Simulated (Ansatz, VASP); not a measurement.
PbF2 in VASP and in Ansatz

The input INCAR:

```
SYSTEM = PbF2
ALGO = Normal
EDIFF = 1E-7
ENCUT = 520
GGA = PE
ISIF = 2
ISMEAR = 0
LASPH = .True.
LCHARG = .True.
LELF = .True.
LREAL = .False.
LVHAR = .True.
LWAVE = .False.
NBANDS = 21
NELM = 60
PREC = Accurate
SIGMA = 0.05
```

File KPOINTS:

```
k-points
0
Gamma
  8 8 8
  0 0 0
```

The input POSCAR:

```
PbF2
1.0
    0.0000000000      2.9636600000      2.9636600000
    2.9636600000      0.0000000000      2.9636600000
    2.9636600000      2.9636600000      0.0000000000
Pb F
1 2
Direct
    0.0000000000      0.0000000000      0.0000000000
    0.2500000000      0.2500000000      0.2500000000
    0.7500000000      0.7500000000      0.7500000000
```

Input for Ansatz:

```yaml
crystal:
  lattice:
    - [0.0, 2.96366, 2.96366]
    - [2.96366, 0.0, 2.96366]
    - [2.96366, 2.96366, 0.0]
  atoms:
    - { symbol: Pb, position: [0.0, 0.0, 0.0] }
    - { symbol: F, position: [0.25, 0.25, 0.25] }
    - { symbol: F, position: [0.75, 0.75, 0.75] }
basis:
  ecutwfc: 420
  ecutrho_ratio: 4
kpoints:
  mp_grid: { grid: [8, 8, 8] }
hamiltonian:
  xc: pbe
scf:
  occupations: { method: gaussian, width: 0.05 }
output:
  forces: true
  stress: true
  eigenvalues: true
```

Alike in both runs: task single point; functional PBE; k mesh 8 × 8 × 8; occupations gaussian, width 0.05 eV; no spin polarisation.

```csv
,VASP,Ansatz
version,VASP 6.6.1,Ansatz 0.2.0
potentials or method,"VASP PAW PBE potentials, release 64 (Pb_d, F), cutoff 520 eV","scalar-relativistic, plane waves, PAW"
valence electrons in the cell,28,28
```

```csv
,VASP,Ansatz,Ansatz less VASP
gap on the k mesh at the Fermi level (eV),4.42,4.42,+0.004
least direct gap on the mesh (eV),4.56,4.57,+0.002
pressure (GPa),2.5,2.7,+0.20
```

Spin-orbit coupling is off throughout.
